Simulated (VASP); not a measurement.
# SrBr2 (MoS2 1H type) (P-6m2) in VASP: notebook

The runs below take SrBr2 (MoS2 1H type) through electric field gradients, with LDA.

All numbers are computed with VASP 6.6.1; they aren't measurements. Logs are shortened: lines on timing, memory, paths and dates and some standing lists are left out, and cuts for length are marked.

## 1. The cell of the first run

It takes space group P-6m2 (No. 187, hexagonal). The conventional cell has a = 4.202 Å, b = 4.202 Å, c = 7.290 Å, α = 90.00°, β = 90.00°, γ = 120.00°. Within 4.0 Å of Sr (site symmetry -6m2) lie 6 Br at 3.01 Å. Within 4.0 Å of Br (site symmetry 3m) lie 3 Sr at 3.01 Å and 2 Br at 3.55 to 3.74 Å.

## 2. Electric field gradients, LDA

INCAR

```
SYSTEM = SrBr2
ALGO     = Normal         ! electronic algorithm
EDIFF    = 1E-8           ! SCF threshold, eV
ENCUT    = 520            ! plane-wave cutoff, eV
ISIF     = 2              ! what is computed and relaxed
ISMEAR   = -1             ! smearing method
LASPH    = .True.         ! aspherical terms in the spheres
LCHARG   = .False.        ! write CHGCAR
LEFG     = .True.       
LREAL    = .False.        ! projectors in reciprocal space
LWAVE    = .False.        ! write WAVECAR
NBANDS   = 19             ! bands
NELM     = 100            ! most SCF steps
PREC     = Accurate       ! precision mode
SIGMA    = 0.03           ! smearing width, eV
```

KPOINTS

```
k-points
0
Gamma
  10 10 5
  0 0 0
```

POSCAR

```
SrBr2
1.0
    4.2018144460      0.0000000000      0.0000000000
   -2.1009072230      3.6388780522      0.0000000000
    0.0000000000      0.0000000000      7.2898609864
Sr Br
1 2
Direct
    0.0000000000      0.0000000000      0.0000000000
    0.3333333333      0.6666666667      0.2438124328
    0.3333333333      0.6666666667      0.7561875672
```

Potentials or basis: VASP PAW LDA potentials, release 64 (Sr_sv, Br).

The run is started by

```sh
$ cat potpaw_LDA.64/Sr_sv/POTCAR potpaw_LDA.64/Br/POTCAR > POTCAR
$ mpirun -np 1 vasp_std > vasp.out
```

OUTCAR:

```text
SYSTEM = SrBr2
   EDIFF = 1E-8
   ENCUT = 520
   ISIF = 2
   ISMEAR = -1
   LASPH = .True.
   LREAL = .False.
   NELM = 100
   PREC = Accurate

 ion  position               nearest neighbor table
   1  0.000  0.000  0.000-   2 3.01   3 3.01   2 3.01   3 3.01   2 3.01   3 3.01
   2  0.333  0.667  0.244-   1 3.01   1 3.01   1 3.01
   3  0.333  0.667  0.756-   1 3.01   1 3.01   1 3.01

  LATTYP: Found a hexagonal cell.
 ALAT       =     4.2018144460
 C/A-ratio  =     1.7349316778

  Lattice vectors:

 A1 = (   4.2018144460,   0.0000000000,   0.0000000000)
 A2 = (  -2.1009072230,   3.6388780522,   0.0000000000)
 A3 = (   0.0000000000,   0.0000000000,   7.2898609864)

Analysis of symmetry for initial positions (statically):
=====================================================================
 Subroutine PRICEL returns:
 Original cell was already a primitive cell.

 Routine SETGRP: Setting up the symmetry group for a
 hexagonal supercell.

 Subroutine GETGRP returns: Found 12 space group operations
 (whereof 12 operations were pure point group operations)
 out of a pool of 24 trial point group operations.

The static configuration has the point symmetry D_3h.

Analysis of symmetry for dynamics (positions and initial velocities):
=====================================================================
 Subroutine PRICEL returns:
 Original cell was already a primitive cell.

 Routine SETGRP: Setting up the symmetry group for a
 hexagonal supercell.

 Subroutine GETGRP returns: Found 12 space group operations
 (whereof 12 operations were pure point group operations)
 out of a pool of 24 trial point group operations.

The dynamic configuration has the point symmetry D_3h.

 Subroutine INISYM returns: Found 12 space group operations
 (whereof 12 operations are pure point group operations),
 and found     1 'primitive' translations

----------------------------------------------------------------------------------------

                                     Primitive cell

  volume of cell :     111.4612

[... 119 lines left out ...]
   LEPSILON=     F    determine dielectric tensor
   LRPA    =     F    only Hartree local field effects (RPA)
 non-spin polarized calculation
  energy-cutoff  :      520.00
  volume of cell :      111.46
 maximum number of plane-waves:      3018
 NGX is ok and might be reduce to    32
   NGX = 15   NGY = 15   NGZ = 27

 number of electron      23.9999999 magnetization

 Free energy of the ion-electron system (eV)
  ---------------------------------------------------
  ext. energy  EPLUGINS =         0.00000000
  ---------------------------------------------------
  free energy    TOTEN  =       -12.06857064 eV

  energy without entropy =      -12.06857064  energy(sigma->0) =      -12.06857064

 E-fermi :  -0.1817     XC(G=0):  -7.9581

 val. band max:       -0.8269399548   @ k =   0.1000   0.0000   0.0000
 cond. band min:       2.8516009054   @ k =   0.5000  -0.0000   0.0000
 fundamental gap:      3.6785408603
 Fermi energy:        -0.1817161834

 k-point     1 :       0.0000    0.0000    0.0000
  band No.  band energies     occupation
      1     -34.1328      2.00000
      2     -16.5098      2.00000
      3     -16.2358      2.00000
      4     -16.2358      2.00000
      5     -14.1775      2.00000
      6     -13.4817      2.00000
[... 505 lines left out ...]
      6     -13.6509      2.00000
[... 11 lines left out ...]
     18       6.8531      0.00000
     19       7.3528      0.00000

 [... further k-points ...]
[... 5 lines left out ...]
  --------------------------------------------------------------------------------------
  -------------------------------------------------------------------------------------
  Total        0.1052178      0.1052178      0.0993196     -0.0000000      0.0000000      0.0000000
  in kB        1.5124332      1.5124332      1.4276499     -0.0000000      0.0000000      0.0000000
  external PRESSURE =       1.4841721 kB  Pullay stress =       0.0000000 kB

 VOLUME and BASIS-vectors are now :
 -----------------------------------------------------------------------------
  energy-cutoff  :      520.00
  volume of cell :      111.46
      direct lattice vectors                 reciprocal lattice vectors
     4.201814446  0.000000000  0.000000000     0.237992423  0.137404989  0.000000000
    -2.100907223  3.638878052  0.000000000     0.000000000  0.274809979  0.000000000
     0.000000000  0.000000000  7.289860986     0.000000000  0.000000000  0.137176827

 POSITION                                       TOTAL-FORCE (eV/Angst)
 -----------------------------------------------------------------------------------
      0.00000      0.00000      0.00000         0.000000      0.000000      0.000000
     -0.00000      2.42592      1.77736        -0.000000      0.000000      0.028147
     -0.00000      2.42592      5.51250        -0.000000      0.000000     -0.028147
 -----------------------------------------------------------------------------------
    total drift:                               -0.000000      0.000000     -0.000000

  FREE ENERGIE OF THE ION-ELECTRON SYSTEM (eV)
  ---------------------------------------------------
  free  energy   TOTEN  =       -12.0685706355 eV

  energy  without entropy=      -12.0685706355  energy(sigma->0) =      -12.06857064

 Electric field gradients (V/A^2)
---------------------------------------------------------------------
 ion       V_xx      V_yy      V_zz      V_xy      V_xz      V_yz
---------------------------------------------------------------------
   1      15.707    15.707   -31.414    -0.000    -0.000    -0.000
   2      24.738    24.738   -49.477     0.000    -0.000     0.000
   3      24.738    24.738   -49.477     0.000     0.000    -0.000
---------------------------------------------------------------------

 Electric field gradients after diagonalization (V/A^2)
 (convention: |V_zz| > |V_xx| > |V_yy|)
----------------------------------------------------------------------
 ion       V_xx      V_yy      V_zz     asymmetry (V_yy - V_xx)/ V_zz
----------------------------------------------------------------------
   1      15.707    15.707   -31.414       0.000
   2      24.739    24.738   -49.477       0.000
   3      24.739    24.738   -49.477       0.000
----------------------------------------------------------------------

           NMR quadrupolar parameters

 Cq : quadrupolar parameter    Cq=e*Q*V_zz/h
 eta: asymmetry parameters     (V_yy - V_xx)/ V_zz
 Q  : nuclear electric quadrupole moment in mb (millibarn)
----------------------------------------------------------------------
 ion       Cq(MHz)       eta       Q (mb)
----------------------------------------------------------------------
   1      -0.076       0.000       1.000
   2      -0.120       0.000       1.000
   3      -0.120       0.000       1.000
----------------------------------------------------------------------
```

OSZICAR:

```text
N       E                     dE             d eps       ncg     rms          rms(c)
DAV:   1     0.142180892785E+03    0.14218E+03   -0.10652E+04  1596   0.110E+03
DAV:   2    -0.160722224005E+01   -0.14379E+03   -0.13999E+03  2093   0.210E+02
DAV:   3    -0.118865746226E+02   -0.10279E+02   -0.10241E+02  2017   0.551E+01
DAV:   4    -0.123603873136E+02   -0.47381E+00   -0.47312E+00  2954   0.962E+00
DAV:   5    -0.123624914891E+02   -0.21042E-02   -0.21040E-02  2085   0.683E-01    0.184E+01
DAV:   6    -0.121174925462E+02    0.24500E+00   -0.35965E-01  1813   0.298E+00    0.109E+01
DAV:   7    -0.120727944698E+02    0.44698E-01   -0.35282E-01  1798   0.322E+00    0.900E-01
DAV:   8    -0.120682356890E+02    0.45588E-02   -0.39159E-02  1890   0.103E+00    0.458E-01
DAV:   9    -0.120683563074E+02   -0.12062E-03   -0.13538E-03  2135   0.220E-01    0.222E-01
DAV:  10    -0.120685422968E+02   -0.18599E-03   -0.34336E-04  1882   0.101E-01    0.360E-02
DAV:  11    -0.120685607603E+02   -0.18464E-04   -0.23268E-05  2216   0.279E-02    0.259E-02
DAV:  12    -0.120685684401E+02   -0.76797E-05   -0.35509E-06  1845   0.110E-02    0.823E-03
DAV:  13    -0.120685705836E+02   -0.21435E-05   -0.28152E-06  1984   0.790E-03    0.366E-03
DAV:  14    -0.120685706065E+02   -0.22935E-07   -0.99209E-08  2156   0.195E-03    0.189E-03
DAV:  15    -0.120685706339E+02   -0.27350E-07   -0.17843E-08  2057   0.651E-04    0.324E-04
DAV:  16    -0.120685706355E+02   -0.16794E-08   -0.12857E-09  1290   0.202E-04
   1 F= -.12068571E+02 E0= -.12068571E+02  d E =-.319431E-10
```

stdout:

```text
POSCAR found type information on POSCAR SrBr
 POSCAR found :  2 types and       3 ions
 scaLAPACK will be used
 LDA part: xc-table for (Slater(with rela. corr.)+CA(PZ))
 , standard interpolation
 POSCAR, INCAR and KPOINTS ok, starting setup
 FFT: planning ... GRIDC
 FFT: planning ... GRID_SOFT
 FFT: planning ... GRID
 WAVECAR not read
 entering main loop
ion   1

ion   2

ion   3
```

Wall time 59 s (1 thread of AMD EPYC 9R45 (Zen 5), shared host); peak memory 0.21 GiB.

Results:

| Quantity | Value |
| --- | --- |
| Free energy | -12.0686 eV |
| Pressure | 0.1 GPa |
| Largest force | 0.028 eV/Å |
| Band gap on the k mesh | 3.68 eV, indirect (least direct gap 3.70 eV) |

Forces in eV/Å, atoms in the order of the input:
```
Sr   0.000  0.000  0.000
Br   0.000  0.000  0.028
Br   0.000  0.000 -0.028
```

Levels at points of the mesh, in eV from the valence-band top:
```
           k point  band 10  band 11  band 12  band 13  band 14  band 15
(0.00, 0.00, 0.00)    -0.66    -0.66     0.00     3.69     5.10     5.79
(0.50, 0.00, 0.00)    -1.13    -0.97    -0.09     3.68     6.37     6.65
```

Electric field gradients, principal values (V/Å²):
```
atom   least  middle  greatest (by size)
1 Sr  15.707  15.707             -31.414
2 Br  24.738  24.739             -49.477
3 Br  24.738  24.739             -49.477
```

Caveat: without QUAD_EFG the Cq values of the log hold for a quadrupole moment of 1 mb, not for the nuclei.

## 3. Electric field gradients, LDA

INCAR

```
SYSTEM = SrBr2
PREC = Accurate
ENCUT = 520
EDIFF = 1E-8
ISMEAR = -1
SIGMA = 0.03
LREAL = .FALSE.
LASPH = .TRUE.
NELM = 80
ALGO = Normal
ISIF = 2
LWAVE = .FALSE.
LCHARG = .FALSE.
GGA = CA
LEFG = .TRUE.
NBANDS = 19
```

KPOINTS

```
Automatic mesh
0
G
  10 10 5
  0 0 0
```

POSCAR is that of step 2.

Potentials or basis: VASP PAW LDA potentials, release 64 (Sr_sv, Br).

The run is started by

```sh
$ cat potpaw_LDA.64/Sr_sv/POTCAR potpaw_LDA.64/Br/POTCAR > POTCAR
$ mpirun -np 1 vasp_std > vasp.out
```

OUTCAR:

```text
SYSTEM = SrBr2
   PREC = Accurate
   ENCUT = 520
   EDIFF = 1E-8
   ISMEAR = -1
   LREAL = .FALSE.
   LASPH = .TRUE.
   NELM = 80
   ISIF = 2
   GGA = CA

 ion  position               nearest neighbor table
   1  0.000  0.000  0.000-   2 3.01   3 3.01   2 3.01   3 3.01   2 3.01   3 3.01
   2  0.333  0.667  0.244-   1 3.01   1 3.01   1 3.01
   3  0.333  0.667  0.756-   1 3.01   1 3.01   1 3.01

  LATTYP: Found a hexagonal cell.
 ALAT       =     4.2018144460
 C/A-ratio  =     1.7349316778

  Lattice vectors:

 A1 = (   4.2018144460,   0.0000000000,   0.0000000000)
 A2 = (  -2.1009072230,   3.6388780522,   0.0000000000)
 A3 = (   0.0000000000,   0.0000000000,   7.2898609864)

Analysis of symmetry for initial positions (statically):
=====================================================================
 Subroutine PRICEL returns:
 Original cell was already a primitive cell.

[... 725 lines left out ...]
     0.000000000  0.000000000  7.289860986     0.000000000  0.000000000  0.137176827

 POSITION                                       TOTAL-FORCE (eV/Angst)
 -----------------------------------------------------------------------------------
      0.00000      0.00000      0.00000         0.000000      0.000000      0.000000
     -0.00000      2.42592      1.77736        -0.000000      0.000000      0.028147
     -0.00000      2.42592      5.51250        -0.000000      0.000000     -0.028147
 -----------------------------------------------------------------------------------
    total drift:                               -0.000000      0.000000     -0.000000

  FREE ENERGIE OF THE ION-ELECTRON SYSTEM (eV)
  ---------------------------------------------------
  free  energy   TOTEN  =       -12.0685706355 eV

  energy  without entropy=      -12.0685706355  energy(sigma->0) =      -12.06857064

 Electric field gradients (V/A^2)
---------------------------------------------------------------------
 ion       V_xx      V_yy      V_zz      V_xy      V_xz      V_yz
---------------------------------------------------------------------
   1      15.707    15.707   -31.414    -0.000    -0.000    -0.000
   2      24.738    24.738   -49.477     0.000    -0.000     0.000
   3      24.738    24.738   -49.477     0.000     0.000    -0.000
---------------------------------------------------------------------

 Electric field gradients after diagonalization (V/A^2)
 (convention: |V_zz| > |V_xx| > |V_yy|)
----------------------------------------------------------------------
 ion       V_xx      V_yy      V_zz     asymmetry (V_yy - V_xx)/ V_zz
----------------------------------------------------------------------
   1      15.707    15.707   -31.414       0.000
   2      24.739    24.738   -49.477       0.000
   3      24.739    24.738   -49.477       0.000
----------------------------------------------------------------------

           NMR quadrupolar parameters

 Cq : quadrupolar parameter    Cq=e*Q*V_zz/h
 eta: asymmetry parameters     (V_yy - V_xx)/ V_zz
 Q  : nuclear electric quadrupole moment in mb (millibarn)
----------------------------------------------------------------------
 ion       Cq(MHz)       eta       Q (mb)
----------------------------------------------------------------------
   1      -0.076       0.000       1.000
   2      -0.120       0.000       1.000
   3      -0.120       0.000       1.000
----------------------------------------------------------------------
```

Run time: 60 s. Hardware: 1 thread of AMD EPYC 9R45 (Zen 5), shared host; peak memory 0.21 GiB.

Results:

```
Free energy            : -12.0686 eV
Pressure               : 0.1 GPa
Largest force          : 0.028 eV/Å
Band gap on the k mesh : 3.68 eV, indirect (least direct gap 3.70 eV)
```

Forces on the atoms (eV/Å):
```
Sr   0.000  0.000  0.000
Br   0.000  0.000  0.028
Br   0.000  0.000 -0.028
```

Electric field gradients, principal values (V/Å²):
```
atom   least  middle  greatest (by size)
1 Sr  15.707  15.707             -31.414
2 Br  24.738  24.739             -49.477
3 Br  24.738  24.739             -49.477
```

Caveat: without QUAD_EFG the Cq values of the log hold for a quadrupole moment of 1 mb, not for the nuclei. A k mesh can miss the band edges.
